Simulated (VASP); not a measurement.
# Al3Ni2 (P-3m1) in VASP: notebook

Runs on Al3Ni2. Level: PBEsol. Tasks: single point.

Everything below comes from runs of VASP 6.6.1. Logs are shortened: lines on timing, memory, paths and dates and some standing lists are left out, and cuts for length are marked.

## (1) The cell of the first run

It takes space group P-3m1 (No. 164, trigonal). The conventional cell has a = 3.883 Å, b = 3.883 Å, c = 4.714 Å, α = 90.00°, β = 90.00°, γ = 120.00°. Al (site symmetry -3m) has 6 Ni at 2.35 Å and 6 Al at 2.79 Å within 3.1 Å. Al (site symmetry 3m) has 5 Ni at 2.35 to 2.45 Å and 6 Al at 2.63 to 2.79 Å within 3.1 Å. Ni (site symmetry 3m) has 8 Al at 2.35 to 2.45 Å and 3 Ni at 2.63 Å within 3.1 Å.

## (2) Single point, PBEsol (equal strain along all axes, cell held: -3.0 %, then relaxed in part)

INCAR reads:

```
PREC = Accurate
ENCUT = 520
EDIFF = 1E-6
ISMEAR = 0
SIGMA = 0.1
LREAL = F
LASPH = T
NELM = 100
ALGO = Fast
ISIF = 2
LWAVE = F
LCHARG = F
GGA = PS
NBANDS = 22
```

KPOINTS reads:

```
regular mesh
0
Gamma
  12 12 8
```

POSCAR reads:

```
Al3Ni2
1.0
    3.8830454554      0.0000000000      0.0000000000
   -1.9415227277      3.3628160085      0.0000000000
    0.0000000000      0.0000000000      4.7136806754
Al Ni
3 2
Direct
    0.0000000000      0.0000000000      0.0000000000
    0.3333333333      0.6666666667      0.6461055376
    0.6666666667      0.3333333333      0.3538944624
    0.3333333333      0.6666666667      0.1466341319
    0.6666666667      0.3333333333      0.8533658681
```

Potentials or basis: VASP PAW PBE potentials, release 64 (Al, Ni).

On the command line:

```bash
$ cat potpaw_PBE.64/Al/POTCAR potpaw_PBE.64/Ni/POTCAR > POTCAR
$ mpirun -np 1 vasp_std > vasp.out
```

OUTCAR:

```text
PREC = Accurate
   ENCUT = 520
   EDIFF = 1E-6
   ISMEAR = 0
   LREAL = F
   LASPH = T
   NELM = 100
   ISIF = 2
   GGA = PS

 ion  position               nearest neighbor table
   1  0.000  0.000  0.000-   4 2.35   5 2.35   5 2.35   4 2.35   5 2.35   4 2.35   2 2.79   3 2.79
                             2 2.79   3 2.79   3 2.79   2 2.79
   2  0.333  0.667  0.646-   4 2.35   4 2.36   5 2.45   5 2.45   5 2.45   3 2.63   3 2.63   3 2.63
                             1 2.79   1 2.79   1 2.79
   3  0.667  0.333  0.354-   5 2.35   5 2.36   4 2.45   4 2.45   4 2.45   2 2.63   2 2.63   2 2.63
                             1 2.79   1 2.79   1 2.79
   4  0.333  0.667  0.147-   1 2.35   1 2.35   1 2.35   2 2.35   2 2.36   3 2.45   3 2.45   3 2.45
                             5 2.63   5 2.63   5 2.63
   5  0.667  0.333  0.853-   1 2.35   1 2.35   1 2.35   3 2.35   3 2.36   2 2.45   2 2.45   2 2.45
                             4 2.63   4 2.63   4 2.63

  LATTYP: Found a hexagonal cell.
 ALAT       =     3.8830454554
 C/A-ratio  =     1.2139133393

  Lattice vectors:

 A1 = (   3.8830454554,   0.0000000000,   0.0000000000)
 A2 = (  -1.9415227277,   3.3628160085,   0.0000000000)
 A3 = (   0.0000000000,   0.0000000000,   4.7136806754)

Analysis of symmetry for initial positions (statically):
=====================================================================
 Subroutine PRICEL returns:
 Original cell was already a primitive cell.

 Routine SETGRP: Setting up the symmetry group for a
 hexagonal supercell.

 Subroutine GETGRP returns: Found 12 space group operations
 (whereof 12 operations were pure point group operations)
 out of a pool of 24 trial point group operations.

The static configuration has the point symmetry D_3d.

Analysis of symmetry for dynamics (positions and initial velocities):
=====================================================================
 Subroutine PRICEL returns:
 Original cell was already a primitive cell.

 Routine SETGRP: Setting up the symmetry group for a
 hexagonal supercell.

 Subroutine GETGRP returns: Found 12 space group operations
 (whereof 12 operations were pure point group operations)
 out of a pool of 24 trial point group operations.

The dynamic configuration has the point symmetry D_3d.

 Subroutine INISYM returns: Found 12 space group operations
 (whereof 12 operations are pure point group operations),
 and found     1 'primitive' translations

----------------------------------------------------------------------------------------

                                     Primitive cell

  volume of cell :      61.5511

  direct lattice vectors                    reciprocal lattice vectors
     3.883045455  0.000000000  0.000000000     0.257529821  0.148684911  0.000000000
    -1.941522728  3.362816008  0.000000000     0.000000000  0.297369823  0.000000000
     0.000000000  0.000000000  4.713680675     0.000000000  0.000000000  0.212148440

  length of vectors
     3.883045455  3.883045455  4.713680675     0.297369823  0.297369823  0.212148440

  position of ions in fractional coordinates (direct lattice)
     0.000000000  0.000000000  0.000000000
     0.333333333  0.666666667  0.646105538
     0.666666667  0.333333333  0.353894462
     0.333333333  0.666666667  0.146634132
     0.666666667  0.333333333  0.853365868

  ion indices of the primitive-cell ions
   primitive index   ion index
                 1           1
                 2           2
                 3           3
                 4           4
                 5           5

----------------------------------------------------------------------------------------

 KPOINTS: regular mesh

Automatic generation of k-mesh.
 Grid dimensions read from file:
 generate k-points for:   12   12    8

 Generating k-lattice:

  Cartesian coordinates                     Fractional coordinates (reciprocal lattice)
     0.021460818  0.012390409  0.000000000     0.083333333  0.000000000  0.000000000
     0.000000000  0.024780819  0.000000000     0.000000000  0.083333333  0.000000000
     0.000000000  0.000000000  0.026518555     0.000000000  0.000000000  0.125000000

  Length of vectors
     0.024780819  0.024780819  0.026518555

  Shift w.r.t. Gamma in fractional coordinates (k-lattice)
     0.000000000  0.000000000  0.000000000

 Subroutine IBZKPT returns following result:
 ===========================================

 Found    131 irreducible k-points:

 Following reciprocal coordinates:
            Coordinates               Weight
  0.000000  0.000000  0.000000      1.000000
  0.083333  0.000000  0.000000      6.000000
  0.166667  0.000000  0.000000      6.000000
  0.250000  0.000000  0.000000      6.000000
  0.333333  0.000000  0.000000      6.000000
  0.416667  0.000000  0.000000      6.000000
[... 16 lines left out ...]
  0.166667  0.000000  0.125000      6.000000
  0.000000  0.166667  0.125000      6.000000
 [... further k-points ...]
   k-points           NKPTS =    131   k-points in BZ     NKDIM =    131   number of bands    NBANDS=     22
   number of dos      NEDOS =    301   number of ions     NIONS =      5
   total plane-waves  NPLWV =  32400
   dimension x,y,z NGX =    30 NGY =   30 NGZ =   36
   dimension x,y,z NGXF=    60 NGYF=   60 NGZF=   72
   ions per type =               3   2
   NGX,Y,Z   is equivalent  to a cutoff of  12.84, 12.84, 12.70 a.u.
   NGXF,Y,Z  is equivalent  to a cutoff of  25.69, 25.69, 25.39 a.u.
 SYSTEM =  unknown system
   PREC   = accura    normal or accurate (medium, high low for compatibility)
   ISTART =      0    job   : 0-new  1-cont  2-samecut
   ICHARG =      2    charge: 1-file 2-atom 10-const
   ISPIN  =      1    spin polarized calculation?
   LNONCOLLINEAR =      F non collinear calculations
   LSORBIT =      F    spin-orbit coupling
   LASPH  =      T    aspherical Exc in radial PAW
   ENCUT  =  520.0 eV  38.22 Ry    6.18 a.u.   7.22  7.22  8.76*2*pi/ulx,y,z
   NELM   =    100;   NELMIN=  2; NELMDL= -5     # of ELM steps
   EDIFF  = 0.1E-05   stopping-criterion for ELM
   LREAL  =      F    real-space projection
   EDIFFG = 0.1E-04   stopping-criterion for IOM
   NSW    =      0    number of steps for IOM
   IBRION =     -1    ionic relax: 0-MD 1-quasi-New 2-CG
   NFREE  =      0    steps in history (QN), initial steepest desc. (CG)
   ISIF   =      2    stress and relaxation
   ISYM   =      2    0-nonsym 1-usesym 2-fastsym
   POTIM  = 0.5000    time-step for ionic-motion
   TEBEG  =    0.0;   TEEND  =   0.0 temperature during run
   PSTRESS=    0.0 pullay stress
   NELECT =      29.0000    total number of electrons
   NUPDOWN=      -1.0000    fix difference up-down
   EMIN   =  10.00;   EMAX   =-10.00  energy-range for DOS
   EFERMI =   0.00;   METHOD = LEGACY
   ISMEAR =     0;   SIGMA  =   0.10  broadening in eV -4-tet -1-fermi 0-gaus
   EFERMI_NEDOS =   21; number of points for ismear=-14 and -15
   IALGO  =     68    algorithm
   IMIX   =      4    mixing-type and parameters
     AMIX     =   0.40;   BMIX     =  1.00
     AMIX_MAG =   1.60;   BMIX_MAG =  1.00
  volume/ion in A,a.u.               =      12.31        83.07
  Fermi-wavevector in a.u.,A,eV,Ry     =   1.273881  2.407286 22.079170  1.622773
  Thomas-Fermi vector in A             =   2.406680
   LORBIT       =      0    0 simple, 1 ext, 2 COOP (PROOUT), +10 PAW based schemes
   GGA     = PS    functional components
   LHFCALC =     F    Hartree Fock is set to
   AEXX    =    0.0000 exact exchange contribution
   IVDW    =     0    specifies the selected vdW correction
   LEPSILON=     F    determine dielectric tensor
   LRPA    =     F    only Hartree local field effects (RPA)
 non-spin polarized calculation
 RMM-DIIS sequential band-by-band and
 Gauss-broadening in eV      SIGMA  =   0.10
  energy-cutoff  :      520.00
  volume of cell :       61.55
 maximum number of plane-waves:      1683
 NGX is ok and might be reduce to    30
   NGX = 15   NGY = 15   NGZ = 17

 number of electron      29.0000010 magnetization

 Free energy of the ion-electron system (eV)
  ---------------------------------------------------
  ext. energy  EPLUGINS =         0.00000000
  ---------------------------------------------------
  free energy    TOTEN  =       -27.39613066 eV

  energy without entropy =      -27.39014126  energy(sigma->0) =      -27.39313596

 E-fermi :   9.5968     XC(G=0): -11.7795

 val. band max:        9.5956294404   @ k =   0.1667   0.0833   0.5000
 cond. band min:       9.6008112420   @ k =   0.1667   0.0833   0.2500
 fundamental gap:      0.0051818016
 Fermi energy:         9.5967537755

 k-point     1 :       0.0000    0.0000    0.0000
  band No.  band energies     occupation
      1      -1.5672      2.00000
      2       4.0025      2.00000
      3       4.4818      2.00000
      4       5.6274      2.00000
      5       5.6274      2.00000
      6       6.2122      2.00000
[... 14 lines left out ...]
     21      17.0824      0.00000
     22      17.1023      0.00000

 k-point     2 :       0.0833    0.0000    0.0000
  band No.  band energies     occupation
      1      -1.4742      2.00000
      2       4.0573      2.00000
      3       4.5115      2.00000
      4       5.5923      2.00000
      5       5.6662      2.00000
      6       6.1687      2.00000
[... 14 lines left out ...]
     21      16.5051      0.00000
     22      16.5814      0.00000

 k-point     3 :       0.1667    0.0000    0.0000
  band No.  band energies     occupation
      1      -1.1969      2.00000
      2       4.2051      2.00000
      3       4.5658      2.00000
      4       5.4708      2.00000
      5       5.7806      2.00000
      6       6.0400      2.00000
[... 14 lines left out ...]
     21      16.1557      0.00000
     22      16.5529      0.00000
[... 476 lines left out ...]
 k-point    23 :       0.1667    0.0000    0.1250
  band No.  band energies     occupation
      1      -1.0944      2.00000
      2       3.4606      2.00000
      3       4.9049      2.00000
      4       5.5424      2.00000
      5       5.7786      2.00000
      6       6.0436      2.00000
[... 14 lines left out ...]
     21      16.2182      0.00000
     22      17.0448      0.00000

 k-point    24 :       0.0000    0.1667    0.1250
  band No.  band energies     occupation
      1      -1.0948      2.00000
      2       3.4695      2.00000
      3       4.9631      2.00000
      4       5.4556      2.00000
      5       5.7474      2.00000
      6       6.0955      2.00000
[... 14 lines left out ...]
     21      16.2881      0.00000
     22      16.6446      0.00000

 [... further k-points ...]
[... 5 lines left out ...]
  --------------------------------------------------------------------------------------
  -------------------------------------------------------------------------------------
  Total        6.0255137      6.0255137      6.4261143      0.0000000      0.0000000      0.0000000
  in kB      156.8443658    156.8443658    167.2720145      0.0000000      0.0000000      0.0000000
  external PRESSURE =     160.3202487 kB  Pullay stress =       0.0000000 kB

 VOLUME and BASIS-vectors are now :
 -----------------------------------------------------------------------------
  energy-cutoff  :      520.00
  volume of cell :       61.55
      direct lattice vectors                 reciprocal lattice vectors
     3.883045455  0.000000000  0.000000000     0.257529821  0.148684911  0.000000000
    -1.941522728  3.362816008  0.000000000     0.000000000  0.297369823  0.000000000
     0.000000000  0.000000000  4.713680675     0.000000000  0.000000000  0.212148440

 POSITION                                       TOTAL-FORCE (eV/Angst)
 -----------------------------------------------------------------------------------
      0.00000      0.00000      0.00000        -0.000000     -0.000000      0.000000
     -0.00000      2.24188      3.04554         0.000000     -0.000000      0.004807
      1.94152      1.12094      1.66815        -0.000000     -0.000000     -0.004807
     -0.00000      2.24188      0.69119        -0.000000      0.000000      0.015216
      1.94152      1.12094      4.02249        -0.000000      0.000000     -0.015216
 -----------------------------------------------------------------------------------
    total drift:                               -0.000000      0.000000      0.000000

  FREE ENERGIE OF THE ION-ELECTRON SYSTEM (eV)
  ---------------------------------------------------
  free  energy   TOTEN  =       -27.3961306607 eV

  energy  without entropy=      -27.3901412566  energy(sigma->0) =      -27.39313596
```

Wall time 3.8 min (1 thread of Intel Xeon Platinum 8259CL at 2.50GHz (Skylake/Cascade Lake), shared host); peak memory 0.29 GiB.

Results:

```yaml
Free_energy: -27.3961 eV
Pressure: 16.0 GPa
Largest_force: 0.015 eV/Å
```

Forces in eV/Å, atoms in the order of the input:
```
Al   0.000  0.000  0.000
Al   0.000  0.000  0.005
Al   0.000  0.000 -0.005
Ni   0.000  0.000  0.015
Ni   0.000  0.000 -0.015
```

Stress tensor (GPa, compression positive):
```
15.68  0.00  0.00
 0.00 15.68  0.00
 0.00  0.00 16.73
```

Caveat: the cell differs from its parent crystal (equal strain along all axes, cell held: -3.0 %, then relaxed in part); the PAW data sets were made with another functional, which shifts forces and pressure a little. Spin polarisation is off, so any magnetic state and its effect on volume and gap are missing.

## (3) Single point, PBEsol (equal strain along all axes, cell held: -2.0 %, then relaxed in part)

INCAR reads:

```
PREC = Accurate
ENCUT = 520
EDIFF = 1E-6
ISMEAR = 0
SIGMA = 0.1
LREAL = F
LASPH = T
NELM = 60
ALGO = Fast
ISIF = 2
LWAVE = F
LCHARG = T
GGA = PS
LELF = T
LVHAR = T
NBANDS = 22
```

KPOINTS is that of step 2.

POSCAR reads:

```
Al3Ni2
1.0
    3.9230768519      0.0000000000      0.0000000000
   -1.9615384259      3.3974842147      0.0000000000
    0.0000000000      0.0000000000      4.7622753216
Al Ni
3 2
Direct
    0.0000000000      0.0000000000      0.0000000000
    0.3333333333      0.6666666667      0.6466283776
    0.6666666667      0.3333333333      0.3533716224
    0.3333333333      0.6666666667      0.1462915296
    0.6666666667      0.3333333333      0.8537084704
```

Potentials or basis: VASP PAW PBE potentials, release 64 (Al, Ni).

On the command line:

```bash
$ cat potpaw_PBE.64/Al/POTCAR potpaw_PBE.64/Ni/POTCAR > POTCAR
$ mpirun -np 1 vasp_std > vasp.out
```

Run time: 3.7 min. Hardware: 1 thread of Intel Xeon Platinum 8259CL at 2.50GHz (Skylake/Cascade Lake), shared host; peak memory 0.29 GiB.

The run converged. Its results:

* Free energy: -27.5506 eV
* Pressure: 9.9 GPa
* Largest force: 0.015 eV/Å

Forces in eV/Å, atoms in the order of the input:
```
Al   0.000  0.000  0.000
Al   0.000  0.000  0.004
Al   0.000  0.000 -0.004
Ni   0.000  0.000  0.015
Ni   0.000  0.000 -0.015
```

Stress tensor (GPa, compression positive):
```
 9.72  0.00  0.00
 0.00  9.72  0.00
 0.00  0.00 10.39
```

Levels at points of the mesh, in eV from the Fermi level:
| k point | band 11 | band 12 | band 13 | band 14 | band 15 | band 16 | band 17 | band 18 | band 19 | band 20 |
| --- | --- | --- | --- | --- | --- | --- | --- | --- | --- | --- |
| (0.00, 0.00, 0.00) | -1.81 | -1.81 | -1.39 | 1.31 | 1.31 | 3.30 | 3.30 | 4.69 | 5.21 | 7.28 |
| (0.50, 0.00, 0.00) | -2.10 | -1.99 | -1.69 | -1.64 | -1.30 | 1.49 | 2.21 | 2.43 | 4.93 | 5.51 |
| (0.00, 0.00, 0.50) | -1.92 | -1.92 | 2.86 | 2.86 | 2.92 | 2.92 | 3.32 | 4.51 | 4.66 | 4.68 |
| (0.50, 0.00, 0.50) | -2.05 | -1.90 | -1.87 | -1.13 | -0.34 | 1.62 | 2.24 | 3.53 | 6.61 | 7.62 |

Caveat: the cell differs from its parent crystal (equal strain along all axes, cell held: -2.0 %, then relaxed in part); the PAW data sets were made with another functional, which shifts forces and pressure a little. Spin polarisation is off, so any magnetic state and its effect on volume and gap are missing.

## (4) Single point, PBEsol (equal strain along all axes, cell held: -1.0 %, then relaxed in part)

INCAR reads:

```
SYSTEM = Al3Ni2
ALGO = Fast
EDIFF = 1E-7
ENCUT = 520
GGA = PS
ISIF = 2
ISMEAR = 0
LASPH = .True.
LCHARG = .False.
LREAL = .False.
LWAVE = .False.
NBANDS = 22
NELM = 80
PREC = Accurate
SIGMA = 0.1
```

KPOINTS reads:

```
k-points
0
Gamma
  12 12 8
  0 0 0
```

POSCAR reads:

```
Al3Ni2
1.0
    3.9631082483      0.0000000000      0.0000000000
   -1.9815541242      3.4321524210      0.0000000000
    0.0000000000      0.0000000000      4.8108699677
Al Ni
3 2
Direct
    0.0000000000      0.0000000000      0.0000000000
    0.3333333333      0.6666666667      0.6471821826
    0.6666666667      0.3333333333      0.3528178174
    0.3333333333      0.6666666667      0.1459261590
    0.6666666667      0.3333333333      0.8540738410
```

On the command line:

```bash
$ cat potpaw_PBE.64/Al/POTCAR potpaw_PBE.64/Ni/POTCAR > POTCAR
$ mpirun -np 1 vasp_std > vasp.out
```

Run time: 3.9 min. Hardware: 1 thread of Intel Xeon Platinum 8259CL at 2.50GHz (Skylake/Cascade Lake), shared host; peak memory 0.29 GiB.

Results (log left out):

| Property | Result |
| --- | --- |
| Free energy | -27.6395 eV |
| Pressure | 4.7 GPa |
| Largest force | 0.015 eV/Å |

Forces in eV/Å, atoms in the order of the input:
```
Al   0.000  0.000  0.000
Al   0.000  0.000  0.003
Al   0.000  0.000 -0.003
Ni   0.000  0.000  0.015
Ni   0.000  0.000 -0.015
```

Stress tensor (GPa, compression positive):
```
4.56 0.00 0.00
0.00 4.56 0.00
0.00 0.00 4.91
```

Levels at points of the mesh, in eV from the Fermi level:
```tsv
k point	band 11	band 12	band 13	band 14	band 15	band 16	band 17	band 18	band 19	band 20
(0.00, 0.00, 0.00)	-1.74	-1.74	-1.34	1.29	1.29	3.23	3.23	4.53	4.97	7.11
(0.50, 0.00, 0.00)	-2.05	-1.92	-1.62	-1.59	-1.28	1.43	2.16	2.30	4.84	5.39
(0.00, 0.00, 0.50)	-1.85	-1.85	2.80	2.80	2.90	2.90	3.30	4.37	4.51	4.61
(0.50, 0.00, 0.50)	-1.97	-1.83	-1.79	-1.09	-0.33	1.58	2.18	3.39	6.51	7.42
```

Caveat: the cell differs from its parent crystal (equal strain along all axes, cell held: -1.0 %, then relaxed in part); the PAW data sets were made with another functional, which shifts forces and pressure a little. Spin polarisation is off, so any magnetic state and its effect on volume and gap are missing.

[end of part 1 of 2]
